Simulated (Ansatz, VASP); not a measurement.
## One calculation of B, two programs

```
B
1.0
     2.44941    1.41417    4.17118
    -2.44941    1.41417    4.17118
     0.00000   -2.82833    4.17118
B
12
Direct
  0.00986 0.65443 0.00986
  0.00986 0.00986 0.65443
  0.65443 0.00986 0.00986
  0.99014 0.34557 0.99014
  0.34557 0.99014 0.99014
  0.99014 0.99014 0.34557
  0.22050 0.63176 0.22050
  0.22050 0.22050 0.63176
  0.63176 0.22050 0.22050
  0.77950 0.36824 0.77950
  0.36824 0.77950 0.77950
  0.77950 0.77950 0.36824
```

Alike in both runs: functional r2SCAN; k mesh 9 × 9 × 9; occupations gaussian, width 0.02 eV; no spin polarisation.

Ansatz relaxed the structure, and its values are those at the end. VASP's run is a single point on that final structure, the one shown.

|  | VASP | Ansatz |
| --- | --- | --- |
| version | VASP 6.6.1 | Ansatz 0.2.0 |
| potentials or method | VASP PAW PBE potentials, release 64 (B), cutoff 520 eV | scalar-relativistic, plane waves, PAW |
| valence electrons in the cell | 36 | 36 |

Ansatz gave:

* gap on the k mesh at the Fermi level (eV): 1.63
* least direct gap on the mesh (eV): 2.04
* pressure (GPa): 0.0
* rms of the force components (eV/Å): 0.001

**Question.** Which values does VASP return?

**Answer.** gap on the k mesh at the Fermi level (eV): 1.63; least direct gap on the mesh (eV): 2.04; pressure (GPa): 0.2; rms of the force components (eV/Å): 0.012.

VASP's potentials were made for PBE, not for r2SCAN.
